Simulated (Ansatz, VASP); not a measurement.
KP3: VASP beside Ansatz

```xyz
8
Lattice="4.0380 2.3313 4.8463 -4.0380 2.3313 4.8463 0.0000 -4.6627 4.8463" Properties=species:S:1:pos:R:3 pbc="T T T"
K     0.0000    0.0000    3.6735
K     0.0000    0.0000   10.8655
P     2.5532   -1.4741    9.0148
P     0.0000    2.9482    9.0148
P    -2.5532   -1.4741    9.0148
P    -2.5532    1.4741    5.5242
P     2.5532    1.4741    5.5242
P     0.0000   -2.9482    5.5242
```

Alike in both runs: functional PBE; k mesh 6 × 6 × 6; occupations gaussian, width 0.02 eV; no spin polarisation.

Ansatz relaxed the structure, and its values are those at the end. VASP's run is a single point on that final structure, the one shown.

|  | VASP | Ansatz |
| --- | --- | --- |
| version | VASP 6.6.1 | Ansatz 0.2.0 |
| potentials or method | VASP PAW PBE potentials, release 64 (K_sv, P), cutoff 520 eV | scalar-relativistic, plane waves, PAW |
| valence electrons in the cell | 48 | 48 |

```csv
,VASP,Ansatz,Ansatz less VASP
gap on the k mesh at the Fermi level (eV),0.85,0.85,-0.005
least direct gap on the mesh (eV),0.98,0.97,-0.004
pressure (GPa),-0.1,0.0,+0.13
rms of the force components (eV/Å),0.038,0.002,-0.0361
```
